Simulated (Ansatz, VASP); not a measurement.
**La2NbO3 in VASP and in Ansatz**

```xyz
6
Lattice="3.2824 0.0000 0.0000 0.0000 3.2824 0.0000 0.0000 0.0000 9.3716" Properties=species:S:1:pos:R:3 pbc="T T T"
La    0.0000    1.6412    6.3017
La    1.6412    0.0000    3.0699
Nb    0.0000    0.0000    0.0000
O     1.6412    1.6412    0.0000
O     0.0000    1.6412    3.7388
O     1.6412    0.0000    5.6328
```

Change from the starting cell: species swapped into the Hf2CuSb3 type (P-4m2, No. 115).

Alike in both runs: functional PBE; k mesh 12 × 12 × 4; occupations gaussian, width 0.1 eV; no spin polarisation.

Ansatz relaxed the structure, and its values are those at the end. VASP's run is a single point on that final structure, the one shown.

```csv
,VASP,Ansatz
version,VASP 6.6.1,Ansatz 0.2.0
potentials or method,"VASP PAW PBE potentials, release 64 (La, Nb_sv, O), cutoff 520 eV","scalar-relativistic, plane waves, PAW"
valence electrons in the cell,53,53
```

VASP gave:

* gap on the k mesh at the Fermi level (eV): none
* pressure (GPa): -0.2
* rms of the force components (eV/Å): 0.008

**Question.** What did Ansatz give for the same quantities?

**Answer.** gap on the k mesh at the Fermi level (eV): none; pressure (GPa): 0.0; rms of the force components (eV/Å): 0.002.

A gap of «none» marks a metal or a gap that the smearing closes. With one functional, cell and mesh, what is left measures potentials, basis and numerics.

Neither program's run includes spin-orbit coupling.
